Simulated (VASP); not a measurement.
# Ta (P6_3/mmc) in VASP: further runs, part 2 of 3

VASP 6.6.1. Earlier steps stand in the parts before.

**3. Single point, r2SCAN (18.49 Å³/atom)**

This run uses another cell than the first one, of 18.49 Å³/atom.

POSCAR

```
Ta
1.0
    2.8857679800      0.0000000000      0.0000000000
   -1.4428839900      2.4991483801      0.0000000000
    0.0000000000      0.0000000000      5.1280634899
Ta
2
Direct
    0.3333333333      0.6666666667      0.2500000000
    0.6666666667      0.3333333333      0.7500000000
```

INCAR.step1

```
SYSTEM = Ta
PREC     = Accurate       ! precision mode
ENCUT    = 520            ! plane-wave cutoff, eV
ISMEAR   = -1             ! smearing method
SIGMA    = 0.1            ! smearing width, eV
LREAL    = .False.        ! projectors in reciprocal space
LASPH    = .True.         ! aspherical terms in the spheres
NELM     = 80             ! most SCF steps
NBANDS   = 18             ! bands
GGA      = PE             ! functional
ALGO     = Normal         ! electronic algorithm
EDIFF    = 1E-4           ! SCF threshold, eV
LWAVE    = .True.         ! write WAVECAR
LCHARG   = .False.        ! write CHGCAR
```

INCAR.step2

```
SYSTEM = Ta
PREC     = Accurate       ! precision mode
ENCUT    = 520            ! plane-wave cutoff, eV
EDIFF    = 1E-6           ! SCF threshold, eV
ISMEAR   = -1             ! smearing method
SIGMA    = 0.1            ! smearing width, eV
LREAL    = .False.        ! projectors in reciprocal space
LASPH    = .True.         ! aspherical terms in the spheres
NELM     = 80             ! most SCF steps
ALGO     = Normal         ! electronic algorithm
ISIF     = 2              ! what is computed and relaxed
LWAVE    = .False.        ! write WAVECAR
LCHARG   = .False.        ! write CHGCAR
METAGGA  = R2SCAN         ! meta-GGA
LMIXTAU  = .True.       
NBANDS   = 18             ! bands
ISTART   = 1
```

KPOINTS

```
regular mesh
0
Gamma
  14 14 7
  0 0 0
```

Potentials or basis: VASP PAW PBE potentials, release 64 (Ta_pv).

Started as:

```bash
$ cat potpaw_PBE.64/Ta_pv/POTCAR > POTCAR
$ cp INCAR.step1 INCAR
$ mpirun -np 1 vasp_std > vasp.out
$ cp INCAR.step2 INCAR
$ mpirun -np 1 vasp_std > vasp.out
```

Wall time 5.1 min (1 thread of Intel Xeon 8259CL, shared host); peak memory 0.21 GiB.

The run converged. Its results:

```
Free energy            : -96.5981 eV
Pressure               : 0.8 GPa
Band gap on the k mesh : zero (bands 11 and 12 overlap by 1.80 eV)
```

Stress tensor (GPa, compression positive):
```
1.03 0.00 0.00
0.00 1.03 0.00
0.00 0.00 0.31
```

Levels at points of the mesh, in eV from the Fermi level:
```
           k point  band 9  band 10  band 11  band 12  band 13  band 14
(0.00, 0.00, 0.00)   -0.58    -0.28     0.70     0.70     1.30     1.30
(0.50, 0.00, 0.00)   -3.52    -0.60    -0.32     0.55     1.05     6.01
```

Caveat: the PAW data sets were made with another functional, which shifts forces and pressure a little; spin-orbit coupling is left out, which moves the levels of the heavy elements.

**4. Single point, r2SCAN (19.23 Å³/atom)**

This run uses another cell than the first one, of 19.23 Å³/atom.

POSCAR

```
Ta
1.0
    2.9237429662      0.0000000000      0.0000000000
   -1.4618714831      2.5320356829      0.0000000000
    0.0000000000      0.0000000000      5.1955457482
Ta
2
Direct
    0.3333333333      0.6666666667      0.2500000000
    0.6666666667      0.3333333333      0.7500000000
```

INCAR.step1

```
SYSTEM = Ta
PREC = Accurate ; ENCUT = 520
ISMEAR = -1 ; SIGMA = 0.1
LREAL = .FALSE. ; LASPH = .TRUE.
NELM = 80 ; NBANDS = 18
GGA = PE ; ALGO = Normal
EDIFF = 1E-4 ; LWAVE = .TRUE.
LCHARG = .FALSE.
```

INCAR.step2

```
SYSTEM = Ta
PREC = Accurate ; ENCUT = 520
EDIFF = 1E-6 ; ISMEAR = -1
SIGMA = 0.1 ; LREAL = .FALSE.
LASPH = .TRUE. ; NELM = 80
ALGO = Normal ; ISIF = 2
LWAVE = .FALSE. ; LCHARG = .FALSE.
METAGGA = R2SCAN ; LMIXTAU = .TRUE.
NBANDS = 18 ; ISTART = 1
```

KPOINTS

```
Automatic mesh
0
G
  14 14 7
  0 0 0
```

Potentials or basis: VASP PAW PBE potentials, release 64 (Ta_pv).

Started as:

```bash
$ cat potpaw_PBE.64/Ta_pv/POTCAR > POTCAR
$ cp INCAR.step1 INCAR
$ mpirun -np 1 vasp_std > vasp.out
$ cp INCAR.step2 INCAR
$ mpirun -np 1 vasp_std > vasp.out
```

OUTCAR:

```text
SYSTEM = Ta
   PREC = Accurate
   ENCUT = 520
   EDIFF = 1E-6
   ISMEAR = -1
   LREAL = .FALSE.
   LASPH = .TRUE.
   NELM = 80
   ISIF = 2
   METAGGA = R2SCAN
   ISTART = 1

 ion  position               nearest neighbor table
   1  0.333  0.667  0.250-   2 3.10   2 3.10   2 3.10   2 3.10   2 3.10   2 3.10
   2  0.667  0.333  0.750-   1 3.10   1 3.10   1 3.10   1 3.10   1 3.10   1 3.10

  LATTYP: Found a hexagonal cell.
 ALAT       =     2.9237429662
 C/A-ratio  =     1.7770186396

  Lattice vectors:

 A1 = (   2.9237429662,   0.0000000000,   0.0000000000)
 A2 = (  -1.4618714831,   2.5320356829,   0.0000000000)
 A3 = (   0.0000000000,   0.0000000000,   5.1955457482)

Analysis of symmetry for initial positions (statically):
=====================================================================
 Subroutine PRICEL returns:
 Original cell was already a primitive cell.

 Routine SETGRP: Setting up the symmetry group for a
 hexagonal supercell.

 Subroutine GETGRP returns: Found 24 space group operations
 (whereof 12 operations were pure point group operations)
 out of a pool of 24 trial point group operations.

The static configuration has the point symmetry D_3d.
 The point group associated with its full space group is D_6h.

Analysis of symmetry for dynamics (positions and initial velocities):
=====================================================================
 Subroutine PRICEL returns:
 Original cell was already a primitive cell.

 Routine SETGRP: Setting up the symmetry group for a
 hexagonal supercell.

 Subroutine GETGRP returns: Found 24 space group operations
 (whereof 12 operations were pure point group operations)
 out of a pool of 24 trial point group operations.

The dynamic configuration has the point symmetry D_3d.
 The point group associated with its full space group is D_6h.

 Subroutine INISYM returns: Found 24 space group operations
 (whereof 12 operations are pure point group operations),
 and found     1 'primitive' translations

----------------------------------------------------------------------------------------

                                     Primitive cell

  volume of cell :      38.4627

  direct lattice vectors                    reciprocal lattice vectors
     2.923742966  0.000000000  0.000000000     0.342027330  0.197469571  0.000000000
    -1.461871483  2.532035683  0.000000000     0.000000000  0.394939142  0.000000000
     0.000000000  0.000000000  5.195545748     0.000000000  0.000000000  0.192472562

  length of vectors
     2.923742966  2.923742966  5.195545748     0.394939142  0.394939142  0.192472562

  position of ions in fractional coordinates (direct lattice)
     0.333333333  0.666666667  0.250000000
     0.666666667  0.333333333  0.750000000

  ion indices of the primitive-cell ions
   primitive index   ion index
                 1           1
                 2           2

----------------------------------------------------------------------------------------

 KPOINTS: Automatic mesh

Automatic generation of k-mesh.
 Grid dimensions read from file:
 generate k-points for:   14   14    7

 Generating k-lattice:

  Cartesian coordinates                     Fractional coordinates (reciprocal lattice)
     0.024430524  0.014104969  0.000000000     0.071428571  0.000000000  0.000000000
     0.000000000  0.028209939  0.000000000     0.000000000  0.071428571  0.000000000
     0.000000000  0.000000000  0.027496080     0.000000000  0.000000000  0.142857143

  Length of vectors
     0.028209939  0.028209939  0.027496080

  Shift w.r.t. Gamma in fractional coordinates (k-lattice)
     0.000000000  0.000000000  0.000000000

 Subroutine IBZKPT returns following result:
 ===========================================

 Found     96 irreducible k-points:

 Following reciprocal coordinates:
            Coordinates               Weight
  0.000000  0.000000  0.000000      1.000000
  0.071429  0.000000  0.000000      6.000000
  0.142857 -0.000000  0.000000      6.000000
  0.214286 -0.000000  0.000000      6.000000
  0.285714  0.000000  0.000000      6.000000
  0.357143  0.000000  0.000000      6.000000
[... 16 lines left out ...]
  0.285714  0.285714  0.000000      6.000000
  0.357143  0.285714  0.000000      6.000000
 [... further k-points ...]
   k-points           NKPTS =     96   k-points in BZ     NKDIM =     96   number of bands    NBANDS=     18
   number of dos      NEDOS =    301   number of ions     NIONS =      2
   total plane-waves  NPLWV =  23040
   dimension x,y,z NGX =    24 NGY =   24 NGZ =   40
   dimension x,y,z NGXF=    48 NGYF=   48 NGZF=   80
   ions per type =               2
   NGX,Y,Z   is equivalent  to a cutoff of  13.65, 13.65, 12.80 a.u.
   NGXF,Y,Z  is equivalent  to a cutoff of  27.29, 27.29, 25.60 a.u.
 SYSTEM =  Ta
   PREC   = accura    normal or accurate (medium, high low for compatibility)
   ISTART =      1    job   : 0-new  1-cont  2-samecut
   ICHARG =      0    charge: 1-file 2-atom 10-const
   ISPIN  =      1    spin polarized calculation?
   LNONCOLLINEAR =      F non collinear calculations
   LSORBIT =      F    spin-orbit coupling
   LASPH  =      T    aspherical Exc in radial PAW
   ENCUT  =  520.0 eV  38.22 Ry    6.18 a.u.   5.44  5.44  9.66*2*pi/ulx,y,z
   NELM   =     80;   NELMIN=  2; NELMDL=  0     # of ELM steps
   EDIFF  = 0.1E-05   stopping-criterion for ELM
   LREAL  =      F    real-space projection
   EDIFFG = 0.1E-04   stopping-criterion for IOM
   NSW    =      0    number of steps for IOM
   IBRION =     -1    ionic relax: 0-MD 1-quasi-New 2-CG
   NFREE  =      0    steps in history (QN), initial steepest desc. (CG)
   ISIF   =      2    stress and relaxation
   ISYM   =      2    0-nonsym 1-usesym 2-fastsym
   POTIM  = 0.5000    time-step for ionic-motion
   TEBEG  =    0.0;   TEEND  =   0.0 temperature during run
   PSTRESS=    0.0 pullay stress
   NELECT =      22.0000    total number of electrons
   NUPDOWN=      -1.0000    fix difference up-down
   EMIN   =  10.00;   EMAX   =-10.00  energy-range for DOS
   EFERMI =   0.00;   METHOD = LEGACY
   ISMEAR =    -1;   SIGMA  =   0.10  broadening in eV -4-tet -1-fermi 0-gaus
   EFERMI_NEDOS =   21; number of points for ismear=-14 and -15
   IALGO  =     38    algorithm
   IMIX   =      4    mixing-type and parameters
     AMIX     =   0.40;   BMIX     =  1.00
     AMIX_MAG =   1.60;   BMIX_MAG =  1.00
  volume/ion in A,a.u.               =      19.23       129.78
  Fermi-wavevector in a.u.,A,eV,Ry     =   1.358946  2.568036 25.126360  1.846735
  Thomas-Fermi vector in A             =   2.485736
   LORBIT       =      0    0 simple, 1 ext, 2 COOP (PROOUT), +10 PAW based schemes
   METAGGA = R2SCAN    functional components
   LHFCALC =     F    Hartree Fock is set to
   AEXX    =    0.0000 exact exchange contribution
   IVDW    =     0    specifies the selected vdW correction
   LEPSILON=     F    determine dielectric tensor
   LRPA    =     F    only Hartree local field effects (RPA)
 non-spin polarized calculation
  energy-cutoff  :      520.00
  volume of cell :       38.46
 maximum number of plane-waves:      1063
 NGX is ok and might be reduce to    24
   NGX = 11   NGY = 11   NGZ = 19

 number of electron      22.0000004 magnetization

 Free energy of the ion-electron system (eV)
  ---------------------------------------------------
  ext. energy  EPLUGINS =         0.00000000
  ---------------------------------------------------
  free energy    TOTEN  =       -96.57072147 eV

  energy without entropy =      -96.48760525  energy(sigma->0) =      -96.52916336

 E-fermi :   5.2623     XC(G=0): -13.3762

 val. band max:        5.2544600219   @ k =   0.3571   0.2143   0.0000
 cond. band min:       5.2625449272   @ k =   0.1429  -0.0000   0.4286
 fundamental gap:      0.0080849053
 Fermi energy:         5.2623425368

 k-point     1 :       0.0000    0.0000    0.0000
  band No.  band energies     occupation
      1     -30.5395      2.00000
      2     -29.7425      2.00000
      3     -29.6369      2.00000
      4     -29.6369      2.00000
      5     -29.5571      2.00000
      6     -29.5571      2.00000
[... 10 lines left out ...]
     17      10.6031      0.00000
     18      10.6031      0.00000
[... 463 lines left out ...]
 k-point    24 :       0.3571    0.2857    0.0000
  band No.  band energies     occupation
      1     -30.4186      2.00000
      2     -30.3183      2.00000
      3     -30.2504      2.00000
      4     -30.1369      2.00000
      5     -30.0122      2.00000
      6     -29.9487      2.00000
[... 10 lines left out ...]
     17      12.7906      0.00000
     18      12.9743      0.00000

 [... further k-points ...]

------------------------ aborting loop because EDIFF is reached ----------------------------------------

  FORCE on cell =-STRESS in cart. coord.  units (eV):
  Direction    XX          YY          ZZ          XY          YZ          ZX
  --------------------------------------------------------------------------------------
  -------------------------------------------------------------------------------------
  Total       -1.5663243     -1.5663243     -1.5703331      0.0000000      0.0000000     -0.0000000
  in kB      -65.2457268    -65.2457268    -65.4127170      0.0000000      0.0000000     -0.0000000
  external PRESSURE =     -65.3013902 kB  Pullay stress =       0.0000000 kB

 VOLUME and BASIS-vectors are now :
 -----------------------------------------------------------------------------
  energy-cutoff  :      520.00
  volume of cell :       38.46
      direct lattice vectors                 reciprocal lattice vectors
     2.923742966  0.000000000  0.000000000     0.342027330  0.197469571  0.000000000
    -1.461871483  2.532035683  0.000000000     0.000000000  0.394939142  0.000000000
     0.000000000  0.000000000  5.195545748     0.000000000  0.000000000  0.192472562

 POSITION                                       TOTAL-FORCE (eV/Angst)
 -----------------------------------------------------------------------------------
     -0.00000      1.68802      1.29889        -0.000000     -0.000000      0.000000
      1.46187      0.84401      3.89666         0.000000      0.000000      0.000000
 -----------------------------------------------------------------------------------
    total drift:                               -0.000000      0.000000     -0.000000

  FREE ENERGIE OF THE ION-ELECTRON SYSTEM (eV)
  ---------------------------------------------------
  free  energy   TOTEN  =       -96.5707214682 eV

  energy  without entropy=      -96.4876052495  energy(sigma->0) =      -96.52916336
```

Wall time 5.5 min (1 thread of Intel Xeon 8259CL, shared host); peak memory 0.21 GiB.

What came out:

| Item | Value |
| --- | --- |
| Free energy | -96.5707 eV |
| Pressure | -6.5 GPa |
| Band gap on the k mesh | zero (bands 11 and 12 overlap by 1.71 eV) |

Caveat: the cell stands under tension; the PAW data sets were made with another functional, which shifts forces and pressure a little; spin-orbit coupling is left out, which moves the levels of the heavy elements.

[end of part 2 of 3]

The gap in the log of VASP goes by the Fermi energy; the results here count the filled bands.